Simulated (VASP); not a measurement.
A run of VASP 6.6.1 is set up as follows.

The input INCAR:

```
SYSTEM = Te6Mo3H
PREC = Accurate
ENCUT = 400
EDIFF = 1E-6
ISMEAR = 0
SIGMA = 0.05
LREAL = .FALSE.
LASPH = .TRUE.
NELM = 120
ALGO = Normal
ISIF = 2
LWAVE = .FALSE.
LCHARG = .FALSE.
GGA = PS
IVDW = 12
NBANDS = 50
GGA_COMPAT = .FALSE.
```

KPOINTS

```
Automatic mesh
0
G
  9 9 2
  0 0 0
```

Contents of POSCAR:

```
Te6Mo3H
1.0
    3.4334342720      0.0000000000      0.0000000000
   -1.7167171360      2.9734413017      0.0000000000
    0.0000000000      0.0000000000     20.7704294686
Te Mo H
6 3 1
Direct
    0.0000000000      0.0000000000      0.9125759363
    0.3333333333      0.6666666667      0.5917818730
    0.3333333333      0.6666666667      0.2333053354
    0.3333333333      0.6666666667      0.7666946646
    0.3333333333      0.6666666667      0.4082181270
    0.0000000000      0.0000000000      0.0874240637
    0.0000000000      0.0000000000      0.6791511892
    0.0000000000      0.0000000000      0.3208488108
    0.3333333333      0.6666666667      0.0000000000
    0.0310235033      0.1405117517      0.4190103014
```

Potentials or basis: VASP PAW PBE potentials, release 64 (Te, Mo_sv, H).

Run with:

```console
$ cat potpaw_PBE.64/Te/POTCAR potpaw_PBE.64/Mo_sv/POTCAR potpaw_PBE.64/H/POTCAR > POTCAR
$ mpirun -np 1 vasp_std > vasp.out
```

Q: What does it give for the band gap on the k mesh?

A: Zero (an odd number of electrons rules out a gap without spin polarisation).

Q: What does it give for the dispersion energy per atom?

A: -0.503 eV.

Q: Estimate the largest force.

A: 3.469 eV/Å.

Forces in eV/Å, atoms in the order of the input:
```
Te   0.000  0.001 -0.048
Te   0.000 -0.005 -0.100
Te  -0.015  0.029 -0.308
Te   0.000  0.000  0.033
Te  -0.028  3.240  1.239
Te   0.002 -0.003  0.042
Mo   0.000 -0.006  0.005
Mo   0.191 -0.828 -1.261
Mo   0.001 -0.005  0.008
H   -0.151 -2.423  0.391
```

Caveat: the PAW data sets were made with another functional, which shifts forces and pressure a little; spin-orbit coupling is left out, which moves the levels of the heavy elements.
